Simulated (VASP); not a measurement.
# VCuSi3 (P4mm) in VASP: relaxation of cell and atoms with PBE

Aim: the relaxation of cell and atoms of VCuSi3 with PBE.

All numbers are computed with VASP 6.6.1; they aren't measurements. Logs are shortened: lines on timing, memory, paths and dates and some standing lists are left out, and cuts for length are marked.

## (1) The cell of the first run

The structure is tetragonal, space group P4mm (No. 99). The conventional cell has a = 3.909 Å, b = 3.909 Å, c = 3.958 Å, α = 90.00°, β = 90.00°, γ = 90.00°. Within 3.6 Å of V (site symmetry 4mm) lie 12 Si at 2.74 to 2.82 Å and 8 Cu at 3.37 to 3.43 Å. Si (site symmetry 4mm) has 2 Cu at 1.82 to 2.14 Å within 2.4 Å. Si (site symmetry 2mm) has 2 Cu at 1.96 Å within 2.6 Å. Within 2.4 Å of Cu (site symmetry 4mm) lie 6 Si at 1.82 to 2.14 Å.

## (2) Relaxation of cell and atoms, PBE, collinear spin, ferromagnetic start

INCAR

```
SYSTEM = VCuSi3
ALGO = Normal
EDIFF = 1E-7
EDIFFG = -0.04
ENCUT = 600
GGA = PE
IBRION = 2
ISIF = 3
ISMEAR = 0
ISPIN = 2
LASPH = .True.
LCHARG = .False.
LMAXMIX = 4
LORBIT = 11
LREAL = .False.
LWAVE = .False.
MAGMOM = 1.96 0 0 0 0
NELM = 150
NSW = 90
PREC = Accurate
SIGMA = 0.1
```

KPOINTS

```
k-points
0
Gamma
  4 4 4
  0 0 0
```

POSCAR

```
VCuSi3
1.0
    3.9087230676      0.0000000000      0.0000000000
    0.0000000000      3.9087230676      0.0000000000
    0.0000000000      0.0000000000      3.9577045597
V Si Cu
1 3 1
Direct
    0.0000000000      0.0000000000      0.0000000000
    0.5000000000      0.5000000000      0.9750000000
    0.0000000000      0.5000000000      0.4850000000
    0.5000000000      0.0000000000      0.4850000000
    0.5000000000      0.5000000000      0.5150000000
```

Potentials or basis: VASP PAW PBE potentials, release 64 (V_sv, Si, Cu).

Launch:

```
$ cat potpaw_PBE.64/V_sv/POTCAR potpaw_PBE.64/Si/POTCAR potpaw_PBE.64/Cu/POTCAR > POTCAR
$ mpirun -np 1 vasp_std > vasp.out
```

OUTCAR:

```text
SYSTEM = VCuSi3
   EDIFF = 1E-7
   EDIFFG = -0.04
   ENCUT = 600
   GGA = PE
   IBRION = 2
   ISIF = 3
   ISMEAR = 0
   ISPIN = 2
   LASPH = .True.
   LORBIT = 11
   LREAL = .False.
   NELM = 150
   NSW = 90
   PREC = Accurate

 ion  position               nearest neighbor table
   1  0.000  0.000  0.000-   3 2.74   4 2.74   3 2.74   4 2.74   2 2.77   2 2.77   2 2.77   2 2.77
                             3 2.82   4 2.82   4 2.82   3 2.82
   2  0.500  0.500  0.975-   5 1.82   5 2.14   4 2.75   3 2.75   4 2.75   3 2.75   1 2.77   1 2.77
                             1 2.77   1 2.77   3 2.81   4 2.81   4 2.81   3 2.81
   3  0.000  0.500  0.485-   5 1.96   5 1.96   1 2.74   1 2.74   2 2.75   2 2.75   4 2.76   4 2.76
                             4 2.76   4 2.76   2 2.81   2 2.81   1 2.82   1 2.82
   4  0.500  0.000  0.485-   5 1.96   5 1.96   1 2.74   1 2.74   2 2.75   2 2.75   3 2.76   3 2.76
                             3 2.76   3 2.76   2 2.81   2 2.81   1 2.82   1 2.82
   5  0.500  0.500  0.515-   2 1.82   3 1.96   4 1.96   4 1.96   3 1.96   2 2.14

  LATTYP: Found a simple tetragonal cell.
 ALAT       =     3.9087230676
 C/A-ratio  =     1.0125313283

  Lattice vectors:

 A1 = (   3.9087230676,   0.0000000000,   0.0000000000)
 A2 = (   0.0000000000,   3.9087230676,   0.0000000000)
 A3 = (   0.0000000000,   0.0000000000,   3.9577045597)

Analysis of symmetry for initial positions (statically):
=====================================================================
 Subroutine PRICEL returns:
 Original cell was already a primitive cell.

 Routine SETGRP: Setting up the symmetry group for a
 simple tetragonal supercell.

 Subroutine GETGRP returns: Found  8 space group operations
 (whereof  8 operations were pure point group operations)
 out of a pool of 16 trial point group operations.

The static configuration has the point symmetry C_4v.

Analysis of symmetry for dynamics (positions and initial velocities):
=====================================================================
 Subroutine PRICEL returns:
 Original cell was already a primitive cell.

 Routine SETGRP: Setting up the symmetry group for a
 simple tetragonal supercell.

 Subroutine GETGRP returns: Found  8 space group operations
 (whereof  8 operations were pure point group operations)
 out of a pool of 16 trial point group operations.

The dynamic configuration has the point symmetry C_4v.

Analysis of structural, dynamic, and magnetic symmetry:
=====================================================================
 Subroutine PRICEL returns:
 Original cell was already a primitive cell.

 Routine SETGRP: Setting up the symmetry group for a
 simple tetragonal supercell.

 Subroutine GETGRP returns: Found  8 space group operations
 (whereof  8 operations were pure point group operations)
 out of a pool of 16 trial point group operations.

The overall configuration has the point symmetry C_4v.

 Subroutine INISYM returns: Found  8 space group operations
 (whereof  8 operations are pure point group operations),
 and found     1 'primitive' translations

----------------------------------------------------------------------------------------

                                     Primitive cell

  volume of cell :      60.4663

  direct lattice vectors                    reciprocal lattice vectors
     3.908723068  0.000000000  0.000000000     0.255838028  0.000000000  0.000000000
     0.000000000  3.908723068  0.000000000     0.000000000  0.255838028  0.000000000
     0.000000000  0.000000000  3.957704560     0.000000000  0.000000000  0.252671715

  length of vectors
     3.908723068  3.908723068  3.957704560     0.255838028  0.255838028  0.252671715

  position of ions in fractional coordinates (direct lattice)
     0.000000000  0.000000000  0.000000000
     0.500000000  0.500000000  0.975000000
     0.000000000  0.500000000  0.485000000
     0.500000000  0.000000000  0.485000000
     0.500000000  0.500000000  0.515000000

  ion indices of the primitive-cell ions
   primitive index   ion index
                 1           1
                 2           2
                 3           3
                 4           4
                 5           5

----------------------------------------------------------------------------------------

 KPOINTS: k-points

Automatic generation of k-mesh.
 Grid dimensions read from file:
 generate k-points for:    4    4    4

 Generating k-lattice:

  Cartesian coordinates                     Fractional coordinates (reciprocal lattice)
     0.063959507  0.000000000  0.000000000     0.250000000  0.000000000  0.000000000
     0.000000000  0.063959507  0.000000000     0.000000000  0.250000000  0.000000000
     0.000000000  0.000000000  0.063167929     0.000000000  0.000000000  0.250000000

  Length of vectors
     0.063959507  0.063959507  0.063167929

  Shift w.r.t. Gamma in fractional coordinates (k-lattice)
     0.000000000  0.000000000  0.000000000

 Subroutine IBZKPT returns following result:
 ===========================================

 Found     18 irreducible k-points:

 Following reciprocal coordinates:
            Coordinates               Weight
  0.000000  0.000000  0.000000      1.000000
  0.250000  0.000000  0.000000      4.000000
  0.500000  0.000000  0.000000      2.000000
  0.250000  0.250000  0.000000      4.000000
  0.500000  0.250000  0.000000      4.000000
  0.500000  0.500000  0.000000      1.000000
[... 10 lines left out ...]
  0.500000  0.250000  0.500000      4.000000
  0.500000  0.500000  0.500000      1.000000
   k-points           NKPTS =     18   k-points in BZ     NKDIM =     18   number of bands    NBANDS=     23
   number of dos      NEDOS =    301   number of ions     NIONS =      5
   total plane-waves  NPLWV =  32768
   dimension x,y,z NGX =    32 NGY =   32 NGZ =   32
   dimension x,y,z NGXF=    64 NGYF=   64 NGZF=   64
   ions per type =               1   3   1
   NGX,Y,Z   is equivalent  to a cutoff of  13.61, 13.61, 13.44 a.u.
   NGXF,Y,Z  is equivalent  to a cutoff of  27.22, 27.22, 26.88 a.u.
 SYSTEM =  VCuSi3
   PREC   = accura    normal or accurate (medium, high low for compatibility)
   ISTART =      0    job   : 0-new  1-cont  2-samecut
   ICHARG =      2    charge: 1-file 2-atom 10-const
   ISPIN  =      2    spin polarized calculation?
   LNONCOLLINEAR =      F non collinear calculations
   LSORBIT =      F    spin-orbit coupling
   LASPH  =      T    aspherical Exc in radial PAW
   ENCUT  =  600.0 eV  44.10 Ry    6.64 a.u.   7.81  7.81  7.90*2*pi/ulx,y,z
   NELM   =    150;   NELMIN=  2; NELMDL= -5     # of ELM steps
   EDIFF  = 0.1E-06   stopping-criterion for ELM
   LREAL  =      F    real-space projection
   EDIFFG = -.4E-01   stopping-criterion for IOM
   NSW    =     90    number of steps for IOM
   IBRION =      2    ionic relax: 0-MD 1-quasi-New 2-CG
   NFREE  =      1    steps in history (QN), initial steepest desc. (CG)
   ISIF   =      3    stress and relaxation
   ISYM   =      2    0-nonsym 1-usesym 2-fastsym
   POTIM  = 0.5000    time-step for ionic-motion
   TEBEG  =    0.0;   TEEND  =   0.0 temperature during run
   PSTRESS=    0.0 pullay stress
   NELECT =      36.0000    total number of electrons
   NUPDOWN=      -1.0000    fix difference up-down
   EMIN   =  10.00;   EMAX   =-10.00  energy-range for DOS
   EFERMI =   0.00;   METHOD = LEGACY
   ISMEAR =     0;   SIGMA  =   0.10  broadening in eV -4-tet -1-fermi 0-gaus
   EFERMI_NEDOS =   21; number of points for ismear=-14 and -15
   IALGO  =     38    algorithm
   IMIX   =      4    mixing-type and parameters
     AMIX     =   0.40;   BMIX     =  1.00
     AMIX_MAG =   1.60;   BMIX_MAG =  1.00
  volume/ion in A,a.u.               =      12.09        81.61
  Fermi-wavevector in a.u.,A,eV,Ry     =   1.377224  2.602576 25.806798  1.896746
  Thomas-Fermi vector in A             =   2.502397
   LORBIT       =     11    0 simple, 1 ext, 2 COOP (PROOUT), +10 PAW based schemes
   GGA     = PE    functional components
   LHFCALC =     F    Hartree Fock is set to
   AEXX    =    0.0000 exact exchange contribution
   IVDW    =     0    specifies the selected vdW correction
   LEPSILON=     F    determine dielectric tensor
   LRPA    =     F    only Hartree local field effects (RPA)
 conjugate gradient relaxation of ions
 spin polarized calculation
 Gauss-broadening in eV      SIGMA  =   0.10
  energy-cutoff  :      600.00
  volume of cell :       60.47
 maximum number of plane-waves:      2040
 NGX is ok and might be reduce to    32
   NGX = 15   NGY = 15   NGZ = 15

--------------------------------------- Ionic step        1  -------------------------------------------

 number of electron      36.0000011 magnetization       2.2677577

 Free energy of the ion-electron system (eV)
  ---------------------------------------------------
  ext. energy  EPLUGINS =         0.00000000
  ---------------------------------------------------
  free energy    TOTEN  =       -19.68905529 eV

  energy without entropy =      -19.67547546  energy(sigma->0) =      -19.68226538

 E-fermi :  12.0659     XC(G=0): -12.2468

 val. band max:       12.0584347093   @ k =   0.5000   0.2500   0.2500
 cond. band min:      12.0668445908   @ k =   0.5000   0.5000   0.0000
 fundamental gap:      0.0084098816
 Fermi energy:        12.0658922443
[... 2001 lines left out ...]
  FREE ENERGIE OF THE ION-ELECTRON SYSTEM (eV)
  ---------------------------------------------------
  free  energy   TOTEN  =       -23.0717872143 eV

  energy  without entropy=      -23.0287087895  energy(sigma->0) =      -23.05024800

[... ionic steps 4 to 35 ...]

--------------------------------------- Ionic step       36  -------------------------------------------

 number of electron      36.0000012 magnetization      -0.0000000

------------------------ aborting loop because EDIFF is reached ----------------------------------------
[... 77 lines left out ...]
 number of electron      35.9999997 magnetization      -0.0000001

 number of electron      35.9999997 magnetization       0.0000005

 Free energy of the ion-electron system (eV)
  ---------------------------------------------------
  ext. energy  EPLUGINS =         0.00000000
  ---------------------------------------------------
  free energy    TOTEN  =       -28.28053185 eV

  energy without entropy =      -28.26582707  energy(sigma->0) =      -28.27317946

 E-fermi :   8.4549     XC(G=0): -11.0658

 val. band max:        8.3773477555   @ k =   0.2500   0.0000   0.0000
 cond. band min:       8.4656025932   @ k =   0.2500   0.2500   0.2500
 fundamental gap:      0.0882548377
 Fermi energy:         8.4549045333
[... 971 lines left out ...]
  FREE ENERGIE OF THE ION-ELECTRON SYSTEM (eV)
  ---------------------------------------------------
  free  energy   TOTEN  =       -28.2805318471 eV

  energy  without entropy=      -28.2658270666  energy(sigma->0) =      -28.27317946

 reached required accuracy - stopping structural energy minimisation

 total charge

# of ion       s       p       d       tot
------------------------------------------
    1        2.229   6.165   3.234  11.627
    2        0.787   0.887   0.000   1.674
    3        0.758   0.869   0.000   1.627
    4        0.758   0.869   0.000   1.627
    5        0.458   0.427   9.155  10.039
--------------------------------------------------
tot          4.988   9.217  12.388  26.594

 magnetization (x)

# of ion       s       p       d       tot
------------------------------------------
    1        0.000   0.000   0.000   0.000
    2       -0.000   0.000   0.000  -0.000
    3        0.000  -0.000   0.000   0.000
    4        0.000  -0.000   0.000   0.000
    5       -0.000  -0.000   0.000   0.000
--------------------------------------------------
tot          0.000  -0.000   0.000   0.000
```

Wall time 22 min (1 thread of Intel Xeon 6975P-C (Granite Rapids), shared host); peak memory 0.25 GiB.

What came out:

- Free energy: -28.2805 eV
- Relaxed volume: 15.15 Å³/atom
- Relaxed cell: a = 3.564 Å, b = 3.564 Å, c = 5.966 Å, α = 90.00°, β = 90.00°, γ = 90.00°
- Space group after relaxing (to 0.1 Å): P4mm (No. 99)
- Energy gained by relaxing: 1718.3 meV/atom
- Ionic steps: 38
- Pressure after relaxing: 0.1 GPa
- Largest force after relaxing: 0.028 eV/Å
- Band gap on the k mesh: zero (filled and empty bands overlap)
- Net moment: 0.00 μB per cell
- Valence electrons inside the program's atomic spheres: V 11.63; Si 1.67, 1.63 (each value once); Cu 10.04

Forces in eV/Å, atoms in the order of the input:
```
V    0.000  0.000  0.011
Si   0.000  0.000 -0.028
Si   0.000  0.000 -0.003
Si   0.000  0.000 -0.003
Cu   0.000  0.000  0.023
```

Step by step:
```csv
step,energy change (eV),largest force (eV/Å),pressure (GPa),volume (Å³)
1,0.0000,7.5842,67.36,60.47
2,-1.0188,6.1696,-7.11,116.76
3,-3.3827,4.3196,6.58,81.64
4,-3.6991,1.2107,-6.62,93.97
5,-3.8541,1.0211,-3.03,88.70
6,-3.9937,1.0656,-0.68,85.81
7,-4.1197,3.0497,6.61,79.52
8,-4.1492,3.2033,7.05,79.17
9,-4.2399,3.6790,8.38,78.14
10,-4.4247,4.7452,11.07,76.11
11,-4.6880,7.1695,18.21,72.13
12,-4.7637,7.2033,18.62,71.90
13,-4.9736,7.2644,19.90,71.21
14,-5.2553,7.2665,23.04,69.81
15,-4.8487,6.6664,35.63,66.99
16,-5.2962,7.2220,25.01,69.20
17,-5.5991,6.0762,22.93,69.68
18,-6.2860,3.2210,17.88,71.13
19,-6.8807,2.6307,12.00,73.96
20,-6.8974,2.7122,11.25,74.61
21,-7.0685,2.3177,8.26,75.69
22,-7.4061,1.1653,0.59,78.99
23,-7.4093,0.6033,-9.57,85.83
24,-7.5044,0.3515,-5.79,82.67
25,-7.6442,0.4336,-5.99,82.07
26,-8.0249,0.6537,-6.10,80.16
27,-8.2367,1.8795,-2.23,75.81
28,-8.2740,1.4509,-4.63,77.59
29,-8.2832,1.5682,-4.12,77.16
30,-8.4439,1.1907,-0.05,74.40
31,-8.4817,0.8638,3.55,72.42
32,-8.5493,0.5331,1.62,73.76
33,-8.5643,0.4806,0.39,74.78
34,-8.5761,0.2998,-0.09,75.25
35,-8.5821,0.2633,-0.67,75.89
36,-8.5880,0.2053,0.24,75.50
37,-8.5887,0.1810,0.65,75.33
38,-8.5915,0.0284,0.08,75.77
```

Final structure:
```
V Si Cu
1.0
     3.56361    0.00000    0.00000
     0.00000    3.56361    0.00000
     0.00000    0.00000    5.96649
V Si Cu
1 3 1
Direct
  0.00000 0.00000 0.06220
  0.50000 0.50000 0.02465
  0.00000 0.50000 0.36628
  0.50000 0.00000 0.36628
  0.50000 0.50000 0.64059
```

Levels at points of the mesh, in eV from the Fermi level:
Spin up:
| k point | band 16 | band 17 | band 18 | band 19 | band 20 | band 21 |
| --- | --- | --- | --- | --- | --- | --- |
| (0.00, 0.00, 0.00) | -1.10 | -0.38 | 0.03 | 0.03 | 1.02 | 1.87 |
| (0.50, 0.00, 0.00) | -1.90 | -1.34 | 0.51 | 0.58 | 0.61 | 1.22 |
| (0.50, 0.50, 0.00) | -2.11 | -1.63 | -1.62 | -1.62 | 0.62 | 0.77 |
| (0.00, 0.00, 0.50) | -2.63 | -0.38 | 0.28 | 0.28 | 0.99 | 1.36 |
| (0.50, 0.00, 0.50) | -1.31 | -1.27 | 0.49 | 0.60 | 0.72 | 1.75 |
| (0.50, 0.50, 0.50) | -3.09 | -0.42 | -0.42 | 0.04 | 0.58 | 0.77 |
Spin down:
```
           k point  band 16  band 17  band 18  band 19  band 20  band 21
(0.00, 0.00, 0.00)    -1.10    -0.38     0.03     0.03     1.02     1.87
(0.50, 0.00, 0.00)    -1.90    -1.34     0.51     0.58     0.61     1.22
(0.50, 0.50, 0.00)    -2.11    -1.63    -1.62    -1.62     0.62     0.77
(0.00, 0.00, 0.50)    -2.63    -0.38     0.28     0.28     0.99     1.36
(0.50, 0.00, 0.50)    -1.31    -1.27     0.49     0.60     0.72     1.75
(0.50, 0.50, 0.50)    -3.09    -0.42    -0.42     0.04     0.58     0.77
```

Caveat: the k points lie up to 0.44 Å⁻¹ apart in the final cell, too coarse for converged energies and pressures of a metal; the volume moved by over 15 % at a fixed basis, so the end points are rough; the moments typed at the start vanished in this run.

The gap in the log of VASP goes by the Fermi energy; the results here count the filled bands.